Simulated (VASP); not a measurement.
# LiRe3 (Fm-3m) in VASP: notebook

Runs on LiRe3. Level: PBE. Tasks: relaxation of cell and atoms.

All numbers are computed with VASP 6.6.1; they aren't measurements. Logs are shortened: lines on timing, memory, paths and dates and some standing lists are left out, and cuts for length are marked.

### Step 1. The cell of the first run

It takes space group Fm-3m (No. 225, cubic). The conventional cell has a = 6.106 Å, b = 6.106 Å, c = 6.106 Å, α = 90.00°, β = 90.00°, γ = 90.00°. Li (site symmetry m-3m) has 14 Re at 2.64 to 3.05 Å within 3.5 Å. Within 3.5 Å of Re (site symmetry -43m) lie 4 Li at 2.64 Å and 10 Re at 2.64 to 3.05 Å. Within 3.5 Å of Re (site symmetry m-3m) lie 8 Re at 2.64 Å and 6 Li at 3.05 Å.

### Step 2. Relaxation of cell and atoms, PBE, target pressure 5 GPa, at which the enthalpy is minimised

File INCAR:

```
SYSTEM = LiRe3
PREC     = Accurate       ! precision mode
ENCUT    = 600            ! plane-wave cutoff, eV
EDIFF    = 1E-6           ! SCF threshold, eV
ISMEAR   = -1             ! smearing method
SIGMA    = 0.1            ! smearing width, eV
LREAL    = .False.        ! projectors in reciprocal space
LASPH    = .True.         ! aspherical terms in the spheres
NELM     = 60             ! most SCF steps
ALGO     = Normal         ! electronic algorithm
ISIF     = 3              ! what is computed and relaxed
LWAVE    = .False.        ! write WAVECAR
LCHARG   = .False.        ! write CHGCAR
GGA      = PE             ! functional
IBRION   = 2              ! ionic algorithm
NSW      = 80             ! ionic steps
EDIFFG   = -0.01          ! ionic threshold
PSTRESS  = 50.0
```

File KPOINTS:

```
Automatic mesh
0
Gamma
  6 6 6
  0 0 0
```

File POSCAR:

```
LiRe3
1.0
    0.0000000000      3.0528810000      3.0528810000
    3.0528810000      0.0000000000      3.0528810000
    3.0528810000      3.0528810000      0.0000000000
Li Re
1 3
Direct
    0.0000000000      0.0000000000      0.0000000000
    0.7500000000      0.7500000000      0.7500000000
    0.2500000000      0.2500000000      0.2500000000
    0.5000000000      0.5000000000      0.5000000000
```

Potentials or basis: VASP PAW PBE potentials, release 64 (Li_sv, Re).

Launch:

```sh
> cat potpaw_PBE.64/Li_sv/POTCAR potpaw_PBE.64/Re/POTCAR > POTCAR
> mpirun -np 1 vasp_std > vasp.out
```

OUTCAR:

```text
SYSTEM = LiRe3
   PREC = Accurate
   ENCUT = 600
   EDIFF = 1E-6
   ISMEAR = -1
   LREAL = .False.
   LASPH = .True.
   NELM = 60
   ISIF = 3
   GGA = PE
   IBRION = 2
   NSW = 80
   EDIFFG = -0.01
   PSTRESS = 50.0

 ion  position               nearest neighbor table
   1  0.000  0.000  0.000-   2 2.64   3 2.64   2 2.64   2 2.64   2 2.64   3 2.64   3 2.64   3 2.64

   2  0.750  0.750  0.750-   1 2.64   4 2.64   4 2.64   4 2.64   4 2.64   1 2.64   1 2.64   1 2.64
                             3 3.05   3 3.05   3 3.05   3 3.05   3 3.05   3 3.05
   3  0.250  0.250  0.250-   1 2.64   4 2.64   1 2.64   1 2.64   1 2.64   4 2.64   4 2.64   4 2.64
                             2 3.05   2 3.05   2 3.05   2 3.05   2 3.05   2 3.05
   4  0.500  0.500  0.500-   2 2.64   3 2.64   3 2.64   3 2.64   3 2.64   2 2.64   2 2.64   2 2.64

  LATTYP: Found a face centered cubic cell.
 ALAT       =     6.1057620000

  Lattice vectors:

 A1 = (   0.0000000000,   3.0528810000,   3.0528810000)
 A2 = (   3.0528810000,   0.0000000000,   3.0528810000)
 A3 = (   3.0528810000,   3.0528810000,   0.0000000000)

Analysis of symmetry for initial positions (statically):
=====================================================================
 Subroutine PRICEL returns:
 Original cell was already a primitive cell.

 Routine SETGRP: Setting up the symmetry group for a
 face centered cubic supercell.

 Subroutine GETGRP returns: Found 48 space group operations
[... 9 lines left out ...]

 Routine SETGRP: Setting up the symmetry group for a
 face centered cubic supercell.

 Subroutine GETGRP returns: Found 48 space group operations
[... 11 lines left out ...]
                                     Primitive cell

  volume of cell :      56.9062

  direct lattice vectors                    reciprocal lattice vectors
     0.000000000  3.052881000  3.052881000    -0.163779722  0.163779722  0.163779722
     3.052881000  0.000000000  3.052881000     0.163779722 -0.163779722  0.163779722
     3.052881000  3.052881000  0.000000000     0.163779722  0.163779722 -0.163779722

  length of vectors
     4.317425715  4.317425715  4.317425715     0.283674799  0.283674799  0.283674799

  position of ions in fractional coordinates (direct lattice)
     0.000000000  0.000000000  0.000000000
     0.750000000  0.750000000  0.750000000
     0.250000000  0.250000000  0.250000000
     0.500000000  0.500000000  0.500000000

  ion indices of the primitive-cell ions
   primitive index   ion index
                 1           1
                 2           2
                 3           3
                 4           4

----------------------------------------------------------------------------------------

 KPOINTS: Automatic mesh

Automatic generation of k-mesh.
 Grid dimensions read from file:
 generate k-points for:    6    6    6

 Generating k-lattice:

  Cartesian coordinates                     Fractional coordinates (reciprocal lattice)
    -0.027296620  0.027296620  0.027296620     0.166666667  0.000000000  0.000000000
     0.027296620 -0.027296620  0.027296620     0.000000000  0.166666667  0.000000000
     0.027296620  0.027296620 -0.027296620     0.000000000  0.000000000  0.166666667

  Length of vectors
     0.047279133  0.047279133  0.047279133

  Shift w.r.t. Gamma in fractional coordinates (k-lattice)
     0.000000000  0.000000000  0.000000000

 Subroutine IBZKPT returns following result:
 ===========================================

 Found     16 irreducible k-points:

 Following reciprocal coordinates:
            Coordinates               Weight
  0.000000  0.000000  0.000000      1.000000
  0.166667  0.000000  0.000000      8.000000
  0.333333  0.000000  0.000000      8.000000
  0.500000  0.000000  0.000000      4.000000
  0.166667  0.166667  0.000000      6.000000
  0.333333  0.166667  0.000000     24.000000
[... 8 lines left out ...]
 -0.333333  0.333333  0.166667     24.000000
 -0.333333  0.500000  0.166667     12.000000
   k-points           NKPTS =     16   k-points in BZ     NKDIM =     16   number of bands    NBANDS=     16
   number of dos      NEDOS =    301   number of ions     NIONS =      4
   total plane-waves  NPLWV =  46656
   dimension x,y,z NGX =    36 NGY =   36 NGZ =   36
   dimension x,y,z NGXF=    72 NGYF=   72 NGZF=   72
   ions per type =               1   3
   NGX,Y,Z   is equivalent  to a cutoff of  13.86, 13.86, 13.86 a.u.
   NGXF,Y,Z  is equivalent  to a cutoff of  27.72, 27.72, 27.72 a.u.
 SYSTEM =  LiRe3
   PREC   = accura    normal or accurate (medium, high low for compatibility)
   ISTART =      0    job   : 0-new  1-cont  2-samecut
   ICHARG =      2    charge: 1-file 2-atom 10-const
   ISPIN  =      1    spin polarized calculation?
   LNONCOLLINEAR =      F non collinear calculations
   LSORBIT =      F    spin-orbit coupling
   LASPH  =      T    aspherical Exc in radial PAW
   ENCUT  =  600.0 eV  44.10 Ry    6.64 a.u.   8.62  8.62  8.62*2*pi/ulx,y,z
[... 53 lines left out ...]

  FORCE on cell =-STRESS in cart. coord.  units (eV):
  Direction    XX          YY          ZZ          XY          YZ          ZX
  --------------------------------------------------------------------------------------
  -------------------------------------------------------------------------------------
  Total       -1.2625227     -1.2625227     -1.2625227     -0.0000000      0.0000000      0.0000000
  in kB      -35.5459519    -35.5459519    -35.5459519     -0.0000000      0.0000000      0.0000000
  external PRESSURE =     -85.5459519 kB  Pullay stress =      50.0000000 kB

 VOLUME and BASIS-vectors are now :
 -----------------------------------------------------------------------------
  energy-cutoff  :      600.00
  volume of cell :       56.91
      direct lattice vectors                 reciprocal lattice vectors
     0.000000000  3.052881000  3.052881000    -0.163779722  0.163779722  0.163779722
     3.052881000  0.000000000  3.052881000     0.163779722 -0.163779722  0.163779722
     3.052881000  3.052881000  0.000000000     0.163779722  0.163779722 -0.163779722

 POSITION                                       TOTAL-FORCE (eV/Angst)
 -----------------------------------------------------------------------------------
      0.00000      0.00000      0.00000         0.000000      0.000000     -0.000000
      4.57932      4.57932      4.57932        -0.000000      0.000000     -0.000000
      1.52644      1.52644      1.52644         0.000000     -0.000000      0.000000
      3.05288      3.05288      3.05288         0.000000      0.000000     -0.000000
 -----------------------------------------------------------------------------------
    total drift:                                0.000000      0.000000      0.000000

  FREE ENERGIE OF THE ION-ELECTRON SYSTEM (eV)
  ---------------------------------------------------
  free  energy   TOTEN  =       -38.4387818186 eV
[... 68 lines left out ...]
 POSITION                                       TOTAL-FORCE (eV/Angst)
 -----------------------------------------------------------------------------------
      0.00000      0.00000      0.00000        -0.000000     -0.000000      0.000000
      4.53298      4.53298      4.53298        -0.000000     -0.000000     -0.000000
      1.51099      1.51099      1.51099         0.000000      0.000000      0.000000
      3.02198      3.02198      3.02198        -0.000000     -0.000000      0.000000
 -----------------------------------------------------------------------------------
    total drift:                                0.000000      0.000000      0.000000

  FREE ENERGIE OF THE ION-ELECTRON SYSTEM (eV)
  ---------------------------------------------------
  free  energy   TOTEN  =       -38.4339659184 eV

  energy  without entropy=      -38.3369091662  energy(sigma->0) =      -38.38543754

  enthalpy is  TOTEN    =       -36.7114392152 eV   P V=        1.7225267032

--------------------------------------- Ionic step        4  -------------------------------------------

 number of electron      23.9999996 magnetization

 Free energy of the ion-electron system (eV)
  ---------------------------------------------------
  ext. energy  EPLUGINS =         0.00000000
  ---------------------------------------------------
  free energy    TOTEN  =       -38.43252864 eV

  energy without entropy =      -38.33560420  energy(sigma->0) =      -38.38406642

 E-fermi :   6.8103     XC(G=0): -12.7974

 val. band max:        6.6782463586   @ k =   0.3333   0.3333   0.0000
 cond. band min:       6.8406515835   @ k =  -0.1667   0.1667   0.0000
 fundamental gap:      0.1624052249
 Fermi energy:         6.8102683342

 k-point     1 :       0.0000    0.0000    0.0000
  band No.  band energies     occupation
      1     -37.8650      2.00000
      2      -2.0622      2.00000
      3       1.6205      2.00000
      4       1.6205      2.00000
      5       3.1767      2.00000
      6       3.1767      2.00000
[... 8 lines left out ...]
     15       8.8719      0.00000
     16       9.8010      0.00000

 k-point     2 :       0.1667    0.0000    0.0000
  band No.  band energies     occupation
      1     -37.8645      2.00000
      2      -1.6294      2.00000
      3       1.7952      2.00000
      4       1.7952      2.00000
      5       2.8500      2.00000
      6       3.2679      2.00000
[... 8 lines left out ...]
     15       8.7935      0.00000
     16       9.8801      0.00000
[... 277 lines left out ...]
 VOLUME and BASIS-vectors are now :
 -----------------------------------------------------------------------------
  energy-cutoff  :      600.00
  volume of cell :       55.15
      direct lattice vectors                 reciprocal lattice vectors
     0.000000000  3.021114972  3.021114972    -0.165501811  0.165501811  0.165501811
     3.021114972  0.000000000  3.021114972     0.165501811 -0.165501811  0.165501811
     3.021114972  3.021114972 -0.000000000     0.165501811  0.165501811 -0.165501811

 POSITION                                       TOTAL-FORCE (eV/Angst)
 -----------------------------------------------------------------------------------
      3.02111      0.00000      3.02111        -0.000000     -0.000000      0.000000
      4.53167      4.53167      4.53167         0.000000      0.000000      0.000000
      1.51056      1.51056      1.51056        -0.000000     -0.000000     -0.000000
      3.02111      3.02111      3.02111        -0.000000     -0.000000      0.000000
 -----------------------------------------------------------------------------------
    total drift:                                0.000000      0.000000      0.000000

  FREE ENERGIE OF THE ION-ELECTRON SYSTEM (eV)
  ---------------------------------------------------
  free  energy   TOTEN  =       -38.4325286385 eV

  energy  without entropy=      -38.3356042026  energy(sigma->0) =      -38.38406642

  enthalpy is  TOTEN    =       -36.7114877941 eV   P V=        1.7210408444

 reached required accuracy - stopping structural energy minimisation
```

Wall time 37 s (1 thread of Intel Xeon Platinum 8559C (Emerald Rapids), shared host); peak memory 0.21 GiB.

Results:

```
Free energy                                            : -38.4325 eV
Relaxed volume                                         : 13.79 Å³/atom
Relaxed cell                                           : a = 4.273 Å, b = 4.273 Å, c = 4.273 Å, α = 60.00°, β = 60.00°, γ = 60.00°
Space group after relaxing (to 0.05 Å)                 : Fm-3m (No. 225)
Energy change on relaxing (the enthalpy is what falls) : +1.6 meV/atom
Ionic steps                                            : 4
Pressure after relaxing                                : 5.0 GPa
Band gap on the k mesh                                 : zero (band 12 reaches 8.76 eV, above the bottom of band 13 at 6.05 eV)
```

The path:
```
step  energy change (eV)  largest force (eV/Å)  pressure (GPa)  volume (Å³)
   1              0.0000                0.0000           -3.55        56.91
   2              0.4855                0.0000           32.90        50.88
   3              0.0048                0.0000            4.72        55.20
   4              0.0063                0.0000            4.97        55.15
```

Final structure:
```yaml
crystal:
  lattice:
    - [0.00000, 3.02111, 3.02111]
    - [3.02111, 0.00000, 3.02111]
    - [3.02111, 3.02111, 0.00000]
  atoms:
    - { symbol: Li, position: [0.00000, 0.00000, 0.00000] }
    - { symbol: Re, position: [0.75000, 0.75000, 0.75000] }
    - { symbol: Re, position: [0.25000, 0.25000, 0.25000] }
    - { symbol: Re, position: [0.50000, 0.50000, 0.50000] }
```

Caveat: the cutoff is under 1.25 times the usual one of these potentials, so pressure, stress and relaxed cells hold a basis-set (Pulay) error; the cell is relaxed towards a set pressure, so the enthalpy falls and the energy may rise; spin-orbit coupling is left out, which moves the levels of the heavy elements.

### Step 3. Relaxation of cell and atoms, PBE, target pressure 10 GPa, at which the enthalpy is minimised

File INCAR:

```
SYSTEM = LiRe3
PREC = Accurate
ENCUT = 600
EDIFF = 1E-6
ISMEAR = -1
SIGMA = 0.1
LREAL = .FALSE.
LASPH = .TRUE.
NELM = 80
ALGO = Normal
ISIF = 3
LWAVE = .FALSE.
LCHARG = .FALSE.
GGA = PE
IBRION = 2
NSW = 80
EDIFFG = -0.01
PSTRESS = 100.0
```

File KPOINTS:

```
regular mesh
0
G
  6 6 6
  0 0 0
```

POSCAR is that of step 2.

Potentials or basis: VASP PAW PBE potentials, release 64 (Li_sv, Re).

Launch:

```sh
> cat potpaw_PBE.64/Li_sv/POTCAR potpaw_PBE.64/Re/POTCAR > POTCAR
> mpirun -np 1 vasp_std > vasp.out
```

It took 40 s on 1 thread of Intel Xeon Platinum 8559C (Emerald Rapids), shared host; peak memory 0.2 GiB.

The run converged. Its results:

| Quantity | Value |
| --- | --- |
| Free energy | -38.3914 eV |
| Relaxed volume | 13.56 Å³/atom |
| Relaxed cell | a = 4.249 Å, b = 4.249 Å, c = 4.249 Å, α = 60.00°, β = 60.00°, γ = 60.00° |
| Space group after relaxing (to 0.05 Å) | Fm-3m (No. 225) |
| Energy change on relaxing (the enthalpy is what falls) | +11.9 meV/atom |
| Ionic steps | 4 |
| Pressure after relaxing | 9.9 GPa |
| Band gap on the k mesh | zero (band 12 reaches 8.99 eV, above the bottom of band 13 at 6.23 eV) |

The path:
| step | energy change (eV) | largest force (eV/Å) | pressure (GPa) | volume (Å³) |
| --- | --- | --- | --- | --- |
| 1 | 0.0000 | 0.0000 | -3.55 | 56.91 |
| 2 | 1.4724 | 0.0000 | 64.06 | 47.56 |
| 3 | 0.0403 | 0.0000 | 9.19 | 54.38 |
| 4 | 0.0474 | 0.0000 | 9.89 | 54.26 |

Final structure:
```
Li Re
1.0
     0.00000    3.00473    3.00473
     3.00473    0.00000    3.00473
     3.00473    3.00473    0.00000
Li Re
1 3
Direct
  0.00000 0.00000 0.00000
  0.75000 0.75000 0.75000
  0.25000 0.25000 0.25000
  0.50000 0.50000 0.50000
```

Levels at points of the mesh, in eV from the Fermi level:
```csv
k point,band 10,band 11,band 12,band 13,band 14,band 15
"(0.00, 0.00, 0.00)",-2.84,2.00,2.00,2.00,2.11,2.11
"(0.50, 0.00, 0.00)",-1.96,-0.82,-0.82,-0.76,1.93,1.93
"(0.50, 0.50, 0.00)",-0.97,-0.97,0.84,0.84,1.29,1.56
```

Caveat: the cutoff is under 1.25 times the usual one of these potentials, so pressure, stress and relaxed cells hold a basis-set (Pulay) error; the cell is relaxed towards a set pressure, so the enthalpy falls and the energy may rise; spin-orbit coupling is left out, which moves the levels of the heavy elements.

### Step 4. Relaxation of cell and atoms, PBE, target pressure 20 GPa, at which the enthalpy is minimised

File INCAR:

```
SYSTEM = LiRe3
ALGO = Normal
EDIFF = 1E-6
EDIFFG = -0.01
ENCUT = 600
GGA = PE
IBRION = 2
ISIF = 3
ISMEAR = -1
LASPH = .TRUE.
LCHARG = .FALSE.
LREAL = .FALSE.
LWAVE = .FALSE.
NELM = 100
NSW = 80
PREC = Accurate
PSTRESS = 200.0
SIGMA = 0.1
```

File KPOINTS:

```
k-points
0
G
  6 6 6
  0 0 0
```

POSCAR is that of step 3.

Launch:

```sh
> cat potpaw_PBE.64/Li_sv/POTCAR potpaw_PBE.64/Re/POTCAR > POTCAR
> mpirun -np 1 vasp_std > vasp.out
```

Wall time 47 s (1 thread of Intel Xeon Platinum 8559C (Emerald Rapids), shared host); peak memory 0.2 GiB.

Results (log left out):

```
Free energy                                            : -38.2415 eV
Relaxed volume                                         : 13.16 Å³/atom
Relaxed cell                                           : a = 4.207 Å, b = 4.207 Å, c = 4.207 Å, α = 60.00°, β = 60.00°, γ = 60.00°
Space group after relaxing (to 0.05 Å)                 : Fm-3m (No. 225)
Energy change on relaxing (the enthalpy is what falls) : +49.3 meV/atom
Ionic steps                                            : 5
Pressure after relaxing                                : 20.0 GPa
Band gap on the k mesh                                 : zero (band 12 reaches 9.42 eV, above the bottom of band 13 at 6.56 eV)
```

Step by step:
| step | energy change (eV) | largest force (eV/Å) | pressure (GPa) | volume (Å³) |
| --- | --- | --- | --- | --- |
| 1 | 0.0000 | 0.0000 | -3.55 | 56.91 |
| 2 | 5.5757 | 0.0000 | 157.58 | 41.36 |
| 3 | 0.1477 | 0.0000 | 17.20 | 53.06 |
| 4 | 0.1843 | 0.0000 | 19.30 | 52.74 |
| 5 | 0.1973 | 0.0000 | 20.00 | 52.63 |

Final structure:
```cif
data_structure
_symmetry_space_group_name_H-M 'P 1'
_symmetry_Int_Tables_number 1
_cell_length_a 4.2066
_cell_length_b 4.2066
_cell_length_c 4.2066
_cell_angle_alpha 60.000
_cell_angle_beta 60.000
_cell_angle_gamma 60.000
_cell_volume 52.63
loop_
_atom_site_label
_atom_site_type_symbol
_atom_site_fract_x
_atom_site_fract_y
_atom_site_fract_z
_atom_site_occupancy
Li1 Li 0.00000 0.00000 0.00000 1
Re1 Re 0.75000 0.75000 0.75000 1
Re2 Re 0.25000 0.25000 0.25000 1
Re3 Re 0.50000 0.50000 0.50000 1
```

Levels at points of the mesh, in eV from the Fermi level:
```csv
k point,band 10,band 11,band 12,band 13,band 14,band 15
"(0.00, 0.00, 0.00)",-2.92,2.09,2.09,2.09,2.21,2.21
"(0.50, 0.00, 0.00)",-2.02,-0.86,-0.86,-0.78,2.02,2.02
"(0.50, 0.50, 0.00)",-1.03,-1.03,0.89,0.89,1.36,1.64
```

Caveat: the cutoff is under 1.25 times the usual one of these potentials, so pressure, stress and relaxed cells hold a basis-set (Pulay) error; the cell is relaxed towards a set pressure, so the enthalpy falls and the energy may rise; spin-orbit coupling is left out, which moves the levels of the heavy elements.

### Step 5. The runs side by side

| cell | gap on the mesh (eV) | pressure (GPa) |
| --- | --- | --- |
| relaxed to 5 GPa | none | 5.0 |
| relaxed to 10 GPa | none | 9.9 |
| relaxed to 20 GPa | none | 20.0 |

Alike in all rows: task relaxation of cell and atoms; level PBE; potentials or basis VASP PAW PBE potentials, release 64 (Li_sv, Re); no spin polarisation; k mesh 6 × 6 × 6; cutoff (eV) 600; smearing fermi-dirac 0.1 eV.

Caveats: the cutoff is under 1.25 times the usual one of these potentials, so pressure, stress and relaxed cells hold a basis-set (Pulay) error; the cell is relaxed towards a set pressure, so the enthalpy falls and the energy may rise; spin-orbit coupling is left out, which moves the levels of the heavy elements.

Total energies depend on the potentials used, so only differences within one code and one set of settings carry meaning.
